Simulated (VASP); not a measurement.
# BeTlMo (P4/nmm) in VASP: a series of runs, part 3 of 3

VASP 6.6.1. Earlier steps stand in the parts before.

## 5. Single point, PBE

Input file INCAR:

```
SYSTEM = BeTlMo
  PREC = Accurate
  ENCUT = 520
  EDIFF = 1E-6
  ISMEAR = 0
  SIGMA = 0.1
  LREAL = .False.
  LASPH = .True.
  NELM = 80
  ALGO = Fast
  ISIF = 2
  LWAVE = .False.
  LCHARG = .False.
  GGA = PE
  NBANDS = 38
```

Input file KPOINTS:

```
regular mesh
0
Gamma
  10 10 6
  0 0 0
```

Input file POSCAR:

```
BeTlMo
1.0
    3.8525001676      0.0000000000      0.0000000000
    0.0000000000      3.8525001676      0.0000000000
    0.0000000000      0.0000000000      6.7376509887
Be Tl Mo
2 2 2
Direct
    0.0000000000      0.5000000000      0.3140211755
    0.5000000000      0.0000000000      0.6859788245
    0.0000000000      0.0000000000      0.0000000000
    0.5000000000      0.5000000000      0.0000000000
    0.0000000000      0.5000000000      0.6490208279
    0.5000000000      0.0000000000      0.3509791721
```

Potentials or basis: VASP PAW PBE potentials, release 64 (Be, Tl_d, Mo_sv).

Command:

```
$ cat potpaw_PBE.64/Be/POTCAR potpaw_PBE.64/Tl_d/POTCAR potpaw_PBE.64/Mo_sv/POTCAR > POTCAR
$ mpirun -np 1 vasp_std > vasp.out
```

OUTCAR:

```text
SYSTEM = BeTlMo
   PREC = Accurate
   ENCUT = 520
   EDIFF = 1E-6
   ISMEAR = 0
   LREAL = .False.
   LASPH = .True.
   NELM = 80
   ISIF = 2
   GGA = PE

 ion  position               nearest neighbor table
   1  0.000  0.500  0.314-   5 2.26   6 2.74   6 2.74   6 2.74   6 2.74   3 2.86   4 2.86   4 2.86
                             3 2.86
   2  0.500  0.000  0.686-   6 2.26   5 2.74   5 2.74   5 2.74   5 2.74   3 2.86   3 2.86   4 2.86
                             4 2.86
   3  0.000  0.000  0.000-   4 2.72   4 2.72   4 2.72   4 2.72   2 2.86   2 2.86   1 2.86   1 2.86
                             5 3.05   6 3.05   6 3.05   5 3.05
   4  0.500  0.500  0.000-   3 2.72   3 2.72   3 2.72   3 2.72   2 2.86   1 2.86   1 2.86   2 2.86
                             5 3.05   6 3.05   5 3.05   6 3.05
   5  0.000  0.500  0.649-   1 2.26   2 2.74   2 2.74   2 2.74   2 2.74   3 3.05   4 3.05   4 3.05
                             3 3.05   6 3.38   6 3.38   6 3.38   6 3.38
   6  0.500  0.000  0.351-   2 2.26   1 2.74   1 2.74   1 2.74   1 2.74   4 3.05   4 3.05   3 3.05
                             3 3.05   5 3.38   5 3.38   5 3.38   5 3.38

  LATTYP: Found a simple tetragonal cell.
 ALAT       =     3.8525001676
 C/A-ratio  =     1.7489034901

  Lattice vectors:

 A1 = (   3.8525001676,   0.0000000000,   0.0000000000)
 A2 = (   0.0000000000,   3.8525001676,   0.0000000000)
 A3 = (   0.0000000000,   0.0000000000,   6.7376509887)

Analysis of symmetry for initial positions (statically):
=====================================================================
 Subroutine PRICEL returns:
 Original cell was already a primitive cell.

 Routine SETGRP: Setting up the symmetry group for a
 simple tetragonal supercell.

 Subroutine GETGRP returns: Found 16 space group operations
 (whereof  8 operations were pure point group operations)
 out of a pool of 16 trial point group operations.

The static configuration has the point symmetry D_2d.
 The point group associated with its full space group is D_4h.

Analysis of symmetry for dynamics (positions and initial velocities):
=====================================================================
 Subroutine PRICEL returns:
 Original cell was already a primitive cell.

 Routine SETGRP: Setting up the symmetry group for a
 simple tetragonal supercell.

 Subroutine GETGRP returns: Found 16 space group operations
 (whereof  8 operations were pure point group operations)
 out of a pool of 16 trial point group operations.

The dynamic configuration has the point symmetry D_2d.
 The point group associated with its full space group is D_4h.

 Subroutine INISYM returns: Found 16 space group operations
 (whereof  8 operations are pure point group operations),
 and found     1 'primitive' translations

----------------------------------------------------------------------------------------

                                     Primitive cell

  volume of cell :      99.9986

  direct lattice vectors                    reciprocal lattice vectors
     3.852500168  0.000000000  0.000000000     0.259571695  0.000000000  0.000000000
     0.000000000  3.852500168  0.000000000     0.000000000  0.259571695  0.000000000
     0.000000000  0.000000000  6.737650989     0.000000000  0.000000000  0.148419679

[... 51 lines left out ...]
  0.300000  0.000000  0.000000      4.000000
  0.400000  0.000000  0.000000      4.000000
  0.500000  0.000000  0.000000      2.000000
[... 16 lines left out ...]
  0.100000  0.000000  0.166667      8.000000
  0.200000  0.000000  0.166667      8.000000
 [... further k-points ...]
   k-points           NKPTS =     84   k-points in BZ     NKDIM =     84   number of bands    NBANDS=     38
   number of dos      NEDOS =    301   number of ions     NIONS =      6
   total plane-waves  NPLWV =  45000
   dimension x,y,z NGX =    30 NGY =   30 NGZ =   50
   dimension x,y,z NGXF=    60 NGYF=   60 NGZF=  100
   ions per type =               2   2   2
   NGX,Y,Z   is equivalent  to a cutoff of  12.95, 12.95, 12.34 a.u.
   NGXF,Y,Z  is equivalent  to a cutoff of  25.89, 25.89, 24.67 a.u.
 SYSTEM =  BeTlMo
   PREC   = accura    normal or accurate (medium, high low for compatibility)
   ISTART =      0    job   : 0-new  1-cont  2-samecut
   ICHARG =      2    charge: 1-file 2-atom 10-const
   ISPIN  =      1    spin polarized calculation?
   LNONCOLLINEAR =      F non collinear calculations
   LSORBIT =      F    spin-orbit coupling
   LASPH  =      T    aspherical Exc in radial PAW
   ENCUT  =  520.0 eV  38.22 Ry    6.18 a.u.   7.16  7.16 12.53*2*pi/ulx,y,z
   NELM   =     80;   NELMIN=  2; NELMDL= -5     # of ELM steps
   EDIFF  = 0.1E-05   stopping-criterion for ELM
   LREAL  =      F    real-space projection
   EDIFFG = 0.1E-04   stopping-criterion for IOM
   NSW    =      0    number of steps for IOM
   IBRION =     -1    ionic relax: 0-MD 1-quasi-New 2-CG
   NFREE  =      0    steps in history (QN), initial steepest desc. (CG)
   ISIF   =      2    stress and relaxation
   ISYM   =      2    0-nonsym 1-usesym 2-fastsym
   POTIM  = 0.5000    time-step for ionic-motion
   TEBEG  =    0.0;   TEEND  =   0.0 temperature during run
   PSTRESS=    0.0 pullay stress
   NELECT =      58.0000    total number of electrons
   NUPDOWN=      -1.0000    fix difference up-down
   EMIN   =  10.00;   EMAX   =-10.00  energy-range for DOS
   EFERMI =   0.00;   METHOD = LEGACY
   ISMEAR =     0;   SIGMA  =   0.10  broadening in eV -4-tet -1-fermi 0-gaus
   EFERMI_NEDOS =   21; number of points for ismear=-14 and -15
   IALGO  =     68    algorithm
   IMIX   =      4    mixing-type and parameters
     AMIX     =   0.40;   BMIX     =  1.00
     AMIX_MAG =   1.60;   BMIX_MAG =  1.00
  volume/ion in A,a.u.               =      16.67       112.47
  Fermi-wavevector in a.u.,A,eV,Ry     =   1.365273  2.579992 25.360862  1.863971
  Thomas-Fermi vector in A             =   2.491516
   LORBIT       =      0    0 simple, 1 ext, 2 COOP (PROOUT), +10 PAW based schemes
   GGA     = PE    functional components
   LHFCALC =     F    Hartree Fock is set to
   AEXX    =    0.0000 exact exchange contribution
   IVDW    =     0    specifies the selected vdW correction
   LEPSILON=     F    determine dielectric tensor
   LRPA    =     F    only Hartree local field effects (RPA)
 non-spin polarized calculation
 RMM-DIIS sequential band-by-band and
 Gauss-broadening in eV      SIGMA  =   0.10
  energy-cutoff  :      520.00
  volume of cell :      100.00
 maximum number of plane-waves:      2736
 NGX is ok and might be reduce to    30
   NGX = 15   NGY = 15   NGZ = 25

 number of electron      57.9999991 magnetization

 Free energy of the ion-electron system (eV)
  ---------------------------------------------------
  ext. energy  EPLUGINS =         0.00000000
  ---------------------------------------------------
  free energy    TOTEN  =       -28.02912602 eV

  energy without entropy =      -28.01011135  energy(sigma->0) =      -28.01961869

 E-fermi :   9.1632     XC(G=0): -11.6045

 val. band max:        9.1623328066   @ k =   0.5000   0.5000   0.1667
 cond. band min:       9.1673004040   @ k =   0.4000   0.2000   0.0000
 fundamental gap:      0.0049675974
 Fermi energy:         9.1631906694

 k-point     1 :       0.0000    0.0000    0.0000
  band No.  band energies     occupation
      1     -52.0066      2.00000
      2     -51.9921      2.00000
      3     -26.1429      2.00000
      4     -26.1429      2.00000
      5     -26.0847      2.00000
      6     -26.0847      2.00000
[... 973 lines left out ...]
     37      13.8735      0.00000
     38      13.9975      0.00000

 [... further k-points ...]

------------------------ aborting loop because EDIFF is reached ----------------------------------------

  FORCE on cell =-STRESS in cart. coord.  units (eV):
  Direction    XX          YY          ZZ          XY          YZ          ZX
  --------------------------------------------------------------------------------------
  -------------------------------------------------------------------------------------
  Total        0.0057988      0.0057988      0.0881825      0.0000000      0.0000000     -0.0000000
  in kB        0.0929079      0.0929079      1.4128597      0.0000000      0.0000000     -0.0000000
  external PRESSURE =       0.5328919 kB  Pullay stress =       0.0000000 kB

 VOLUME and BASIS-vectors are now :
 -----------------------------------------------------------------------------
  energy-cutoff  :      520.00
  volume of cell :      100.00
      direct lattice vectors                 reciprocal lattice vectors
     3.852500168  0.000000000  0.000000000     0.259571695  0.000000000  0.000000000
     0.000000000  3.852500168  0.000000000     0.000000000  0.259571695  0.000000000
     0.000000000  0.000000000  6.737650989     0.000000000  0.000000000  0.148419679

 POSITION                                       TOTAL-FORCE (eV/Angst)
 -----------------------------------------------------------------------------------
      0.00000      1.92625      2.11577         0.000000     -0.000000     -0.013176
      1.92625      0.00000      4.62189        -0.000000     -0.000000      0.013176
      0.00000      0.00000      0.00000         0.000000     -0.000000      0.000000
      1.92625      1.92625      0.00000         0.000000      0.000000      0.000000
      0.00000      1.92625      4.37288        -0.000000      0.000000     -0.000992
      1.92625      0.00000      2.36478         0.000000     -0.000000      0.000992
 -----------------------------------------------------------------------------------
    total drift:                                0.000000      0.000000      0.000000

  FREE ENERGIE OF THE ION-ELECTRON SYSTEM (eV)
  ---------------------------------------------------
  free  energy   TOTEN  =       -28.0291260174 eV

  energy  without entropy=      -28.0101113535  energy(sigma->0) =      -28.01961869
```

It took 7.9 min on 1 thread of Oxide Virtual Turin-like, shared host; peak memory 0.37 GiB.

Results:

| Item | Value |
| --- | --- |
| Free energy | -28.0291 eV |
| Pressure | 0.1 GPa |
| Largest force | 0.013 eV/Å |
| Band gap on the k mesh | zero (bands 29 and 30 overlap by 1.08 eV) |

Forces in eV/Å, atoms in the order of the input:
```
Be   0.000  0.000 -0.013
Be   0.000  0.000  0.013
Tl   0.000  0.000  0.000
Tl   0.000  0.000  0.000
Mo   0.000  0.000 -0.001
Mo   0.000  0.000  0.001
```

Stress tensor (GPa, compression positive):
```
0.01 0.00 0.00
0.00 0.01 0.00
0.00 0.00 0.14
```

Caveat: spin-orbit coupling is left out, which moves the levels of the heavy elements.

## 6. Summary

```csv
task,cell,k mesh,cutoff (eV),gap on the mesh (eV),pressure (GPa),largest force (eV/Å)
single point,"a = 3.862, b = 3.862, c = 6.691 Å, 6 atoms, atomic positions A",4 × 4 × 4,520,none,0.1,0.01
single point,"a = 3.904, b = 3.904, c = 6.801 Å, 6 atoms, atomic positions B",6 × 6 × 4,520,none,12.2,6.05
relaxation of cell and atoms,"relaxed from a = 3.904, b = 3.904, c = 6.801 Å, 6 atoms, atomic positions B",4 × 4 × 4,600,none,0.1,0.02
single point,"a = 3.853, b = 3.853, c = 6.738 Å, 6 atoms, atomic positions C",10 × 10 × 6,520,none,0.1,0.01
```

Alike in all rows: level PBE; potentials or basis VASP PAW PBE potentials, release 64 (Be, Tl_d, Mo_sv); no spin polarisation; smearing gaussian 0.1 eV.

Caveats: some runs use coarse meshes; spin-orbit coupling is left out, which moves the levels of the heavy elements; the cell stands under pressure (at least some runs); forces of over 1 eV/Å act on the atoms, so gaps and moduli don't describe the material at rest (at least some runs).

Total energies depend on the potentials used, so only differences within one code and one set of settings carry meaning.

The gap in the log of VASP goes by the Fermi energy; the results here count the filled bands.